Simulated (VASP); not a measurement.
**Si: relaxation of cell and atoms with LDA**

Crystal: Si.

```
CELL_PARAMETERS angstrom
0.00000 2.70083 2.70083
2.70083 0.00000 2.70083
2.70083 2.70083 0.00000
ATOMIC_POSITIONS crystal
Si 0.50000 0.50000 0.50000
Si 0.75000 0.75000 0.75000
```

* Program: VASP 6.6.1
* Task: relaxation of cell and atoms
* Functional: LDA
* Potentials or basis: VASP PAW LDA potentials, release 64 (Si)
* Cutoff: 600 eV
* k mesh: 10 × 10 × 10
* Occupations: gaussian, width 0.02 eV
* Spin: no spin polarisation
* Dipole correction: no
* Further INCAR settings: ALGO = Normal; EDIFF = 1e-06; IBRION = 2; EDIFFG = -0.002; NSW = 100; ISIF = 3

```yaml
Relaxed_volume: 19.72 Å³/atom
Relaxed_cell: a = 3.820 Å, b = 3.820 Å, c = 3.820 Å, α = 60.00°, β = 60.00°, γ = 60.00°
Space_group_after_relaxing_to_0.05_Å: Fd-3m (No. 227)
Energy_gained_by_relaxing: 0.0 meV/atom
Ionic_steps: 3
Pressure_after_relaxing: 0.0 GPa
Band_gap_on_the_k_mesh: 0.45 eV, indirect (least direct gap 2.53 eV)
```

Final structure:
```yaml
crystal:
  lattice:
    - [0.00000, 2.70149, 2.70149]
    - [2.70149, 0.00000, 2.70149]
    - [2.70149, 2.70149, 0.00000]
  atoms:
    - { symbol: Si, position: [0.50000, 0.50000, 0.50000] }
    - { symbol: Si, position: [0.75000, 0.75000, 0.75000] }
```

Levels at points of the mesh, in eV from the valence-band top:
```tsv
k point	band 2	band 3	band 4	band 5	band 6	band 7
(0.00, 0.00, 0.00)	0.00	0.00	0.00	2.53	2.53	2.53
(0.50, 0.00, 0.00)	-7.06	-1.21	-1.21	1.48	3.29	3.29
(0.50, 0.50, 0.00)	-7.86	-2.89	-2.89	0.58	0.58	10.11
```

Run time: 12 s on 1 thread of Intel Xeon 6975P-C, with other jobs on the host, peak memory 0.15 GiB.

A k mesh can miss the band edges.
